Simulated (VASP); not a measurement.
Wanted: the native input for a VASP 6.6.1 run.

```
Task                   : single point
Functional             : PBE
Potentials or basis    : VASP PAW PBE potentials, release 64 (B, P)
Cutoff                 : 520 eV
k mesh                 : 10 × 10 × 10
Occupations            : gaussian, width 0.05 eV
Spin                   : no spin polarisation
Dipole correction      : no
Further INCAR settings : ALGO = Normal; EDIFF = 1e-07; NBANDS = 11
```

The structure of BP lies in POSCAR:

```
BP
1.0
    0.0000000000      2.3370700000      2.2690000000
    2.2690000000      0.0000000000      2.2690000000
    2.2690000000      2.3370700000      0.0000000000
B P
1 1
Direct
    0.0000000000      0.0000000000      0.0000000000
    0.7500000000      0.7500000000      0.7500000000
```

This cell differs from its parent crystal: strain +0.0300 x Voigt [0, 1, 0, 0, 0, 0].

These files were run (other wordings do the same):

INCAR

```
PREC = Accurate
ENCUT = 520
EDIFF = 1E-7
ISMEAR = 0
SIGMA = 0.05
LREAL = False
LASPH = True
NELM = 80
ALGO = Normal
ISIF = 2
LWAVE = False
LCHARG = False
GGA = PE
NBANDS = 11
```

KPOINTS

```
Automatic mesh
0
Gamma
  10 10 10
```

Potentials or basis: VASP PAW PBE potentials, release 64 (B, P).

Launch:

```console
$ cat potpaw_PBE.64/B/POTCAR potpaw_PBE.64/P/POTCAR > POTCAR
$ mpirun -np 1 vasp_std > vasp.out
```

Results of the run:

| Property | Result |
| --- | --- |
| Pressure | -3.7 GPa |
| Band gap on the k mesh | 1.06 eV, indirect (least direct gap 3.21 eV) |

Caveat: the cell differs from its parent crystal (strain +0.0300 x Voigt [0, 1, 0, 0, 0, 0]).

It took 15 s on 1 thread of Intel(R) Xeon(R) Platinum 8259CL CPU @ 2.50GHz (Skylake/Cascade Lake) (shared host), peak memory 0.15 GiB.
